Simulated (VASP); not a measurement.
# NiSb (P6_3/mmc) in VASP: further runs

The runs below take NiSb through single point, with PBE.

Program: VASP 6.6.1. These are calculated values, not measurements. Logs are shortened: lines on timing, memory, paths and dates and some standing lists are left out, and cuts for length are marked.

### Step 1. The cell of the first run

It takes space group P6_3/mmc (No. 194, hexagonal). The conventional cell has a = 4.013 Å, b = 4.013 Å, c = 5.002 Å, α = 90.00°, β = 90.00°, γ = 120.00°. Within 3.3 Å of Ni (site symmetry -3m) lie 2 Ni at 2.50 Å and 6 Sb at 2.63 Å. Within 3.5 Å of Sb (site symmetry -6m2) lie 6 Ni at 2.63 Å and 6 Sb at 3.41 Å.

### Step 2. Single point, PBE (uniaxial strain along c: -3.0 %, then relaxed in part)

INCAR reads:

```
ALGO = Normal
EDIFF = 1E-6
ENCUT = 520
GGA = PE
ISIF = 2
ISMEAR = 0
LASPH = T
LCHARG = F
LREAL = F
LWAVE = F
NBANDS = 23
NELM = 80
PREC = Accurate
SIGMA = 0.1
```

KPOINTS reads:

```
k-points
0
Gamma
  18 18 10
```

POSCAR reads:

```
NiSb
1.0
    4.0131453350      0.0000000000      0.0000000000
   -2.0065726675      3.4754858092      0.0000000000
    0.0000000000      0.0000000000      5.0021723891
Ni Sb
2 2
Direct
    0.0000000000      0.0000000000      0.0000000000
    0.0000000000      0.0000000000      0.5000000000
    0.3333333333      0.6666666667      0.2500000000
    0.6666666667      0.3333333333      0.7500000000
```

Potentials or basis: VASP PAW PBE potentials, release 64 (Ni, Sb).

On the command line:

```bash
cat potpaw_PBE.64/Ni/POTCAR potpaw_PBE.64/Sb/POTCAR > POTCAR
mpirun -np 1 vasp_std > vasp.out
```

OUTCAR:

```text
EDIFF = 1E-6
   ENCUT = 520
   GGA = PE
   ISIF = 2
   ISMEAR = 0
   LASPH = T
   LREAL = F
   NELM = 80
   PREC = Accurate

 ion  position               nearest neighbor table
   1  0.000  0.000  0.000-   2 2.50   2 2.50   4 2.63   3 2.63   4 2.63   3 2.63   4 2.63   3 2.63

   2  0.000  0.000  0.500-   1 2.50   1 2.50   4 2.63   3 2.63   4 2.63   3 2.63   4 2.63   3 2.63

   3  0.333  0.667  0.250-   1 2.63   2 2.63   1 2.63   2 2.63   1 2.63   2 2.63   4 3.41   4 3.41
                             4 3.41   4 3.41   4 3.41   4 3.41
   4  0.667  0.333  0.750-   1 2.63   2 2.63   1 2.63   2 2.63   1 2.63   2 2.63   3 3.41   3 3.41
                             3 3.41   3 3.41   3 3.41   3 3.41

  LATTYP: Found a hexagonal cell.
 ALAT       =     4.0131453350
 C/A-ratio  =     1.2464468569

  Lattice vectors:

 A1 = (   4.0131453350,   0.0000000000,   0.0000000000)
 A2 = (  -2.0065726675,   3.4754858092,   0.0000000000)
 A3 = (   0.0000000000,   0.0000000000,   5.0021723891)

Analysis of symmetry for initial positions (statically):
=====================================================================
 Subroutine PRICEL returns:
 Original cell was already a primitive cell.

 Routine SETGRP: Setting up the symmetry group for a
 hexagonal supercell.

 Subroutine GETGRP returns: Found 24 space group operations
 (whereof 12 operations were pure point group operations)
 out of a pool of 24 trial point group operations.

The static configuration has the point symmetry D_3d.
 The point group associated with its full space group is D_6h.

Analysis of symmetry for dynamics (positions and initial velocities):
=====================================================================
 Subroutine PRICEL returns:
 Original cell was already a primitive cell.

 Routine SETGRP: Setting up the symmetry group for a
 hexagonal supercell.

 Subroutine GETGRP returns: Found 24 space group operations
 (whereof 12 operations were pure point group operations)
 out of a pool of 24 trial point group operations.

The dynamic configuration has the point symmetry D_3d.
 The point group associated with its full space group is D_6h.

 Subroutine INISYM returns: Found 24 space group operations
 (whereof 12 operations are pure point group operations),
 and found     1 'primitive' translations

[... 97 lines left out ...]
   NELM   =     80;   NELMIN=  2; NELMDL= -5     # of ELM steps
   EDIFF  = 0.1E-05   stopping-criterion for ELM
   LREAL  =      F    real-space projection
   EDIFFG = 0.1E-04   stopping-criterion for IOM
   NSW    =      0    number of steps for IOM
   IBRION =     -1    ionic relax: 0-MD 1-quasi-New 2-CG
   NFREE  =      0    steps in history (QN), initial steepest desc. (CG)
   ISIF   =      2    stress and relaxation
   ISYM   =      2    0-nonsym 1-usesym 2-fastsym
   POTIM  = 0.5000    time-step for ionic-motion
   TEBEG  =    0.0;   TEEND  =   0.0 temperature during run
   PSTRESS=    0.0 pullay stress
   NELECT =      30.0000    total number of electrons
   NUPDOWN=      -1.0000    fix difference up-down
   EMIN   =  10.00;   EMAX   =-10.00  energy-range for DOS
   EFERMI =   0.00;   METHOD = LEGACY
   ISMEAR =     0;   SIGMA  =   0.10  broadening in eV -4-tet -1-fermi 0-gaus
   EFERMI_NEDOS =   21; number of points for ismear=-14 and -15
   IALGO  =     38    algorithm
   IMIX   =      4    mixing-type and parameters
     AMIX     =   0.40;   BMIX     =  1.00
     AMIX_MAG =   1.60;   BMIX_MAG =  1.00
  volume/ion in A,a.u.               =      17.44       117.71
  Fermi-wavevector in a.u.,A,eV,Ry     =   1.235650  2.335040 20.773804  1.526832
  Thomas-Fermi vector in A             =   2.370291
   LORBIT       =      0    0 simple, 1 ext, 2 COOP (PROOUT), +10 PAW based schemes
   GGA     = PE    functional components
   LHFCALC =     F    Hartree Fock is set to
   AEXX    =    0.0000 exact exchange contribution
   IVDW    =     0    specifies the selected vdW correction
   LEPSILON=     F    determine dielectric tensor
   LRPA    =     F    only Hartree local field effects (RPA)
 non-spin polarized calculation
 Gauss-broadening in eV      SIGMA  =   0.10
  energy-cutoff  :      520.00
  volume of cell :       69.77
 maximum number of plane-waves:      1909
 NGX is ok and might be reduce to    30
   NGX = 15   NGY = 15   NGZ = 19

 number of electron      29.9999984 magnetization

 Free energy of the ion-electron system (eV)
  ---------------------------------------------------
  ext. energy  EPLUGINS =         0.00000000
  ---------------------------------------------------
  free energy    TOTEN  =       -20.28364063 eV

  energy without entropy =      -20.27100631  energy(sigma->0) =      -20.27732347

 E-fermi :   9.7580     XC(G=0): -11.4343

 val. band max:        9.7573215539   @ k =   0.0556   0.0556   0.1000
 cond. band min:       9.7614966176   @ k =   0.1667   0.0556   0.2000
 fundamental gap:      0.0041750638
 Fermi energy:         9.7579772435

 k-point     1 :       0.0000    0.0000    0.0000
  band No.  band energies     occupation
      1      -3.0675      2.00000
      2       1.6743      2.00000
      3       3.8337      2.00000
      4       5.8415      2.00000
      5       5.8415      2.00000
      6       6.5796      2.00000
[... 613 lines left out ...]
     22      17.3157      0.00000
     23      18.5147      0.00000

 [... further k-points ...]

------------------------ aborting loop because EDIFF is reached ----------------------------------------

  FORCE on cell =-STRESS in cart. coord.  units (eV):
  Direction    XX          YY          ZZ          XY          YZ          ZX
  --------------------------------------------------------------------------------------
  -------------------------------------------------------------------------------------
  Total       -0.0976706     -0.0976706      1.8425169     -0.0000000      0.0000000      0.0000000
  in kB       -2.2429292     -2.2429292     42.3119467     -0.0000000      0.0000000      0.0000000
  external PRESSURE =      12.6086961 kB  Pullay stress =       0.0000000 kB

 VOLUME and BASIS-vectors are now :
 -----------------------------------------------------------------------------
  energy-cutoff  :      520.00
  volume of cell :       69.77
      direct lattice vectors                 reciprocal lattice vectors
     4.013145335  0.000000000  0.000000000     0.249181108  0.143864780  0.000000000
    -2.006572667  3.475485809  0.000000000     0.000000000  0.287729559  0.000000000
     0.000000000  0.000000000  5.002172389     0.000000000  0.000000000  0.199913142

 POSITION                                       TOTAL-FORCE (eV/Angst)
 -----------------------------------------------------------------------------------
      0.00000      0.00000      0.00000        -0.000000     -0.000000      0.000000
      0.00000      0.00000      2.50109        -0.000000     -0.000000      0.000000
     -0.00000      2.31699      1.25054         0.000000     -0.000000     -0.000000
      2.00657      1.15850      3.75163        -0.000000      0.000000      0.000000
 -----------------------------------------------------------------------------------
    total drift:                                0.000000      0.000000     -0.000000

  FREE ENERGIE OF THE ION-ELECTRON SYSTEM (eV)
  ---------------------------------------------------
  free  energy   TOTEN  =       -20.2836406280 eV

  energy  without entropy=      -20.2710063107  energy(sigma->0) =      -20.27732347
```

OSZICAR:

```text
N       E                     dE             d eps       ncg     rms          rms(c)
DAV:   1     0.168986176446E+03    0.16899E+03   -0.12251E+04 10228   0.134E+03
DAV:   2    -0.127847201765E+02   -0.18177E+03   -0.17295E+03 10681   0.280E+02
DAV:   3    -0.215254511514E+02   -0.87407E+01   -0.85188E+01 12573   0.757E+01
DAV:   4    -0.217045026289E+02   -0.17905E+00   -0.17886E+00 11346   0.102E+01
DAV:   5    -0.217106983211E+02   -0.61957E-02   -0.61954E-02 13813   0.198E+00    0.130E+01
DAV:   6    -0.243570970096E+02   -0.26464E+01   -0.24984E+01 11612   0.886E+01    0.175E+01
DAV:   7    -0.203179764498E+02    0.40391E+01   -0.10260E+01 12032   0.627E+01    0.322E+00
DAV:   8    -0.203338520331E+02   -0.15876E-01   -0.89767E-01 14544   0.821E+00    0.247E+00
DAV:   9    -0.202836996930E+02    0.50152E-01   -0.18383E-01 11976   0.692E+00    0.431E-01
DAV:  10    -0.202838620350E+02   -0.16234E-03   -0.55538E-03 11917   0.755E-01    0.328E-01
DAV:  11    -0.202836390345E+02    0.22300E-03   -0.72109E-04 13194   0.208E-01    0.581E-02
DAV:  12    -0.202836545089E+02   -0.15474E-04   -0.18711E-04 15837   0.165E-01    0.481E-02
DAV:  13    -0.202836444348E+02    0.10074E-04   -0.16274E-05 13941   0.479E-02    0.229E-02
DAV:  14    -0.202836414630E+02    0.29717E-05   -0.71938E-06 14220   0.197E-02    0.607E-03
DAV:  15    -0.202836406280E+02    0.83507E-06   -0.68958E-07  6891   0.728E-03
   1 F= -.20283641E+02 E0= -.20277323E+02  d E =-.126343E-01
```

stdout:

```text
POSCAR found type information on POSCAR NiSb
 POSCAR found :  2 types and       4 ions
 scaLAPACK will be used
 LDA part: xc-table for (Slater+PW92), standard interpolation
 POSCAR, INCAR and KPOINTS ok, starting setup
 FFT: planning ... GRIDC
 FFT: planning ... GRID_SOFT
 FFT: planning ... GRID
 WAVECAR not read
 entering main loop
```

Wall time 6.9 min (1 thread of Intel Xeon 8259CL, shared host); peak memory 0.43 GiB.

What came out:

```yaml
Free_energy: -20.2836 eV
Pressure: 1.3 GPa
Band_gap_on_the_k_mesh: zero (bands 15 and 16 overlap by 3.14 eV)
```

Caveat: the cell differs from its parent crystal (uniaxial strain along c: -3.0 %, then relaxed in part); spin-orbit coupling is left out, which moves the levels of the heavy elements. Spin polarisation is off, so any magnetic state and its effect on volume and gap are missing.

### Step 3. Single point, PBE (uniaxial strain along c: -2.0 %, then relaxed in part)

INCAR reads:

```
  ALGO = Normal
  EDIFF = 1E-6
  ENCUT = 520
  GGA = PE
  ISIF = 2
  ISMEAR = 0
  LASPH = T
  LCHARG = T
  LELF = T
  LREAL = F
  LVHAR = T
  LWAVE = F
  NBANDS = 23
  NELM = 80
  PREC = Accurate
  SIGMA = 0.1
```

KPOINTS is that of step 2.

POSCAR reads:

```
NiSb
1.0
    4.0001716597      0.0000000000      0.0000000000
   -2.0000858299      3.4642502768      0.0000000000
    0.0000000000      0.0000000000      5.0537411767
Ni Sb
2 2
Direct
    0.0000000000      0.0000000000      0.0000000000
    0.0000000000      0.0000000000      0.5000000000
    0.3333333335      0.6666666665      0.2500000000
    0.6666666665      0.3333333335      0.7500000000
```

Potentials or basis: VASP PAW PBE potentials, release 64 (Ni, Sb).

On the command line:

```bash
cat potpaw_PBE.64/Ni/POTCAR potpaw_PBE.64/Sb/POTCAR > POTCAR
mpirun -np 1 vasp_std > vasp.out
```

OUTCAR:

```text
EDIFF = 1E-6
   ENCUT = 520
   GGA = PE
   ISIF = 2
   ISMEAR = 0
   LASPH = T
   LREAL = F
   NELM = 80
   PREC = Accurate

 ion  position               nearest neighbor table
   1  0.000  0.000  0.000-   2 2.53   2 2.53   4 2.63   3 2.63   4 2.63   3 2.63   4 2.63   3 2.63

   2  0.000  0.000  0.500-   1 2.53   1 2.53   4 2.63   3 2.63   4 2.63   3 2.63   4 2.63   3 2.63

   3  0.333  0.667  0.250-   1 2.63   2 2.63   1 2.63   2 2.63   1 2.63   2 2.63   4 3.42   4 3.42
                             4 3.42   4 3.42   4 3.42   4 3.42
   4  0.667  0.333  0.750-   1 2.63   2 2.63   1 2.63   2 2.63   1 2.63   2 2.63   3 3.42   3 3.42
                             3 3.42   3 3.42   3 3.42   3 3.42

  LATTYP: Found a hexagonal cell.
 ALAT       =     4.0001716597
 C/A-ratio  =     1.2633810763

  Lattice vectors:

 A1 = (   4.0001716597,   0.0000000000,   0.0000000000)
 A2 = (  -2.0000858299,   3.4642502768,   0.0000000000)
 A3 = (   0.0000000000,   0.0000000000,   5.0537411767)

Analysis of symmetry for initial positions (statically):
[... 178 lines left out ...]
  energy without entropy =      -20.28751524  energy(sigma->0) =      -20.29369358

 E-fermi :   9.7042     XC(G=0): -11.4153

 val. band max:        9.6991565151   @ k =   0.1111   0.0556   0.1000
 cond. band min:       9.7065216340   @ k =   0.1111  -0.0000   0.1000
 fundamental gap:      0.0073651190
 Fermi energy:         9.7041988847

 k-point     1 :       0.0000    0.0000    0.0000
  band No.  band energies     occupation
      1      -3.0895      2.00000
      2       1.5347      2.00000
      3       3.7414      2.00000
      4       5.8336      2.00000
      5       5.8336      2.00000
      6       6.5810      2.00000
[... 613 lines left out ...]
     22      17.2434      0.00000
     23      18.5865      0.00000

 [... further k-points ...]

------------------------ aborting loop because EDIFF is reached ----------------------------------------

  FORCE on cell =-STRESS in cart. coord.  units (eV):
  Direction    XX          YY          ZZ          XY          YZ          ZX
  --------------------------------------------------------------------------------------
  -------------------------------------------------------------------------------------
  Total       -0.0914301     -0.0914301      1.2091538      0.0000000     -0.0000000     -0.0000000
  in kB       -2.0916974     -2.0916974     27.6624880      0.0000000     -0.0000000     -0.0000000
  external PRESSURE =       7.8263644 kB  Pullay stress =       0.0000000 kB

 VOLUME and BASIS-vectors are now :
 -----------------------------------------------------------------------------
  energy-cutoff  :      520.00
  volume of cell :       70.03
      direct lattice vectors                 reciprocal lattice vectors
     4.000171660  0.000000000  0.000000000     0.249989272  0.144331373  0.000000000
    -2.000085830  3.464250277  0.000000000     0.000000000  0.288662747  0.000000000
     0.000000000  0.000000000  5.053741177     0.000000000  0.000000000  0.197873212

 POSITION                                       TOTAL-FORCE (eV/Angst)
 -----------------------------------------------------------------------------------
      0.00000      0.00000      0.00000        -0.000000      0.000000     -0.000000
      0.00000      0.00000      2.52687        -0.000000      0.000000     -0.000000
      0.00000      2.30950      1.26344        -0.000000     -0.000000      0.000000
      2.00009      1.15475      3.79031         0.000000      0.000000     -0.000000
 -----------------------------------------------------------------------------------
    total drift:                                0.000000     -0.000000      0.000000

  FREE ENERGIE OF THE ION-ELECTRON SYSTEM (eV)
  ---------------------------------------------------
  free  energy   TOTEN  =       -20.2998719258 eV

  energy  without entropy=      -20.2875152398  energy(sigma->0) =      -20.29369358
```

OSZICAR:

```text
N       E                     dE             d eps       ncg     rms          rms(c)
DAV:   1     0.169502540803E+03    0.16950E+03   -0.12236E+04 10212   0.133E+03
DAV:   2    -0.126211912988E+02   -0.18212E+03   -0.17311E+03 10618   0.280E+02
DAV:   3    -0.215365118968E+02   -0.89153E+01   -0.86828E+01 12552   0.764E+01
DAV:   4    -0.217206393198E+02   -0.18413E+00   -0.18393E+00 11445   0.103E+01
DAV:   5    -0.217269479366E+02   -0.63086E-02   -0.63083E-02 13879   0.200E+00    0.130E+01
DAV:   6    -0.244568390805E+02   -0.27299E+01   -0.25474E+01 11584   0.893E+01    0.177E+01
DAV:   7    -0.203342852402E+02    0.41226E+01   -0.10331E+01 12032   0.631E+01    0.322E+00
DAV:   8    -0.203509210438E+02   -0.16636E-01   -0.92873E-01 14695   0.862E+00    0.252E+00
DAV:   9    -0.202999123052E+02    0.51009E-01   -0.19241E-01 11948   0.701E+00    0.442E-01
DAV:  10    -0.203000700214E+02   -0.15772E-03   -0.55986E-03 12099   0.761E-01    0.337E-01
DAV:  11    -0.202998767636E+02    0.19326E-03   -0.71802E-04 12174   0.198E-01    0.660E-02
DAV:  12    -0.202998846750E+02   -0.79114E-05   -0.19482E-04 15654   0.179E-01    0.484E-02
DAV:  13    -0.202998754285E+02    0.92464E-05   -0.17712E-05 13541   0.475E-02    0.230E-02
DAV:  14    -0.202998727179E+02    0.27107E-05   -0.59661E-06 13334   0.171E-02    0.436E-03
DAV:  15    -0.202998719258E+02    0.79203E-06   -0.59221E-07  6562   0.692E-03
   1 F= -.20299872E+02 E0= -.20293694E+02  d E =-.123567E-01
```

Run time: 6.9 min. Hardware: 1 thread of Intel Xeon 8259CL, shared host; peak memory 0.43 GiB.

Results:

```
Free energy            : -20.2999 eV
Pressure               : 0.8 GPa
Band gap on the k mesh : zero (bands 15 and 16 overlap by 3.17 eV)
```

Caveat: the cell differs from its parent crystal (uniaxial strain along c: -2.0 %, then relaxed in part); spin-orbit coupling is left out, which moves the levels of the heavy elements. Spin polarisation is off, so any magnetic state and its effect on volume and gap are missing.

(Part 1 of 2 ends here.)
